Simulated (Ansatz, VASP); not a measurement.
TiAl: VASP beside Ansatz

The input POSCAR:

```
TiAl
1.0
    3.1360984087      0.0000000000      0.0000000000
    0.0000000000      3.1360984087      0.0000000000
    0.0000000000      0.0000000000      3.1360984087
Ti Al
1 1
Direct
    0.0000000000      0.0000000000      0.0000000000
    0.5000000000      0.5000000000      0.5000000000
```

Contents of INCAR.step1:

```
PREC     = Accurate       # precision mode
ENCUT    = 520            # plane-wave cutoff, eV
EDIFF    = 1E-5           # SCF threshold, eV
ISMEAR   = -1             # smearing method
SIGMA    = 0.05           # smearing width, eV
LREAL    = F              # projectors in reciprocal space
LASPH    = T              # aspherical terms in the spheres
NELM     = 60             # most SCF steps
ALGO     = Normal         # electronic algorithm
ISIF     = 2              # what is computed and relaxed
LWAVE    = T              # write WAVECAR
LCHARG   = F              # write CHGCAR
NBANDS   = 14             # bands
GGA      = PE             # functional
```

File INCAR.step2:

```
PREC     = Accurate       # precision mode
ENCUT    = 520            # plane-wave cutoff, eV
EDIFF    = 1E-7           # SCF threshold, eV
ISMEAR   = -1             # smearing method
SIGMA    = 0.05           # smearing width, eV
LREAL    = F              # projectors in reciprocal space
LASPH    = T              # aspherical terms in the spheres
NELM     = 60             # most SCF steps
ALGO     = Normal         # electronic algorithm
ISIF     = 2              # what is computed and relaxed
LWAVE    = F              # write WAVECAR
LCHARG   = F              # write CHGCAR
GGA      = PE             # functional
LHFCALC  = T              # exact exchange
AEXX     = 0.25           # exact-exchange fraction
PRECFOCK = Normal       
NBANDS   = 14             # bands
ISTART   = 1
```

The input KPOINTS:

```
Automatic mesh
0
Gamma
  4 4 4
```

input.yaml

```yaml
crystal:
  lattice:
    - [3.1360984087, 0.0, 0.0]
    - [0.0, 3.1360984087, 0.0]
    - [0.0, 0.0, 3.1360984087]
  atoms:
    - { symbol: Ti, position: [0.0, 0.0, 0.0] }
    - { symbol: Al, position: [0.5, 0.5, 0.5] }
hamiltonian:
  xc: pbe0
  pseudopotentials: { kind: paw }
kpoints:
  mp_grid: { grid: [4, 4, 4] }
scf:
  occupations: { method: fermi_dirac, width: 0.05 }
output:
  forces: true
  stress: true
  eigenvalues: true
```

Alike in both runs: task single point; functional PBE0; k mesh 4 × 4 × 4; occupations fermi-dirac, width 0.05 eV; no spin polarisation.

|  | VASP | Ansatz |
| --- | --- | --- |
| version | VASP 6.6.1 | Ansatz 0.2.0 |
| potentials or method | VASP PAW PBE potentials, release 64 (Ti_sv, Al) | Ansatz PAW |
| plane-wave cutoff (eV) | 520 | 420 |
| valence electrons in the cell | 15 | 15 |

Ansatz gave:

```
gap on the k mesh at the Fermi level (eV) : none
pressure (GPa)                            : 4.6
```

Question: Which values does VASP return?

Answer: gap on the k mesh at the Fermi level (eV): none; pressure (GPa): 4.2.

A gap of «none» marks a metal or a gap that the smearing closes.

The k mesh is coarse, so the values compare programs but aren't converged.
